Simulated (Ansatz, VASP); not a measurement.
**Two plane-wave programs on Ge**

```xyz
2
Lattice="0.0000 2.6522 2.6522 2.6522 0.0000 2.6522 2.6522 2.6522 0.0000" Properties=species:S:1:pos:R:3 pbc="T T T"
Ge    2.6522    2.6522    2.6522
Ge    3.9783    3.9783    3.9783
```

Alike in both runs: task single point; functional LDA; k mesh 16 × 16 × 16; occupations gaussian, width 0.15 eV; no spin polarisation.

```csv
,VASP,Ansatz
version,VASP 6.6.1,Ansatz 0.2.0
potentials or method,"VASP PAW LDA potentials, release 64 (Ge_d), cutoff 520 eV","scalar-relativistic, plane waves, PAW"
valence electrons in the cell,28,28
```

```csv
,VASP,Ansatz,Ansatz less VASP
gap on the k mesh at the Fermi level (eV),0.19,0.18,-0.002
least direct gap on the mesh (eV),1.74,1.69,-0.051
pressure (GPa),19.3,19.0,-0.32
```

LDA's correlation is that of Perdew and Zunger in VASP and of Perdew and Wang (1992) in Ansatz.
